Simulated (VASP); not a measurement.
Write the native input for VASP 6.6.1 that does the following.

```yaml
Task: single point
Functional: PBE
Potentials_or_basis: VASP PAW PBE potentials, release 64 (B, As_d)
Cutoff: 600 eV
k_mesh: 12 × 12 × 6
Occupations: gaussian, width 0.1 eV
Spin: no spin polarisation
Dipole_correction: no
Second_run: valence_matched
Further_INCAR_settings: ALGO = Normal; EDIFF = 1e-06; NBANDS = 28
```

The structure of B3As2 lies in POSCAR:

```
B3As2
1.0
    3.1860340230      0.0000000000      0.0000000000
   -1.5930170115      2.7591864012      0.0000000000
    0.0000000000      0.0000000000      6.7666427958
B As
3 2
Direct
    0.0000000000      0.0000000000      0.0000000000
    0.3333333333      0.6666666667      0.4881159038
    0.6666666667      0.3333333333      0.5118840962
    0.3333333333      0.6666666667      0.1834070047
    0.6666666667      0.3333333333      0.8165929953
```

These files were run (other wordings do the same):

INCAR

```
SYSTEM = B3As2
PREC     = Accurate       ! precision mode
ENCUT    = 600            ! plane-wave cutoff, eV
EDIFF    = 1E-6           ! SCF threshold, eV
ISMEAR   = 0              ! smearing method
SIGMA    = 0.1            ! smearing width, eV
LREAL    = .False.        ! projectors in reciprocal space
LASPH    = .True.         ! aspherical terms in the spheres
NELM     = 120            ! most SCF steps
ALGO     = Normal         ! electronic algorithm
ISIF     = 2              ! what is computed and relaxed
LWAVE    = .False.        ! write WAVECAR
LCHARG   = .False.        ! write CHGCAR
GGA      = PE             ! functional
NBANDS   = 28             ! bands
GGA_COMPAT= .False.
```

KPOINTS

```
regular mesh
0
Gamma
  12 12 6
  0 0 0
```

Potentials or basis: VASP PAW PBE potentials, release 64 (B, As_d).

Command:

```bash
$ cat potpaw_PBE.64/B/POTCAR potpaw_PBE.64/As_d/POTCAR > POTCAR
$ mpirun -np 1 vasp_std > vasp.out
```

Results of the run:

```yaml
Pressure: 0.0 GPa
Largest_force: 0.013 eV/Å
```

Run time: 92 s on 1 thread of Intel(R) Xeon(R) 6975P-C (Granite Rapids) (shared host), peak memory 0.31 GiB.
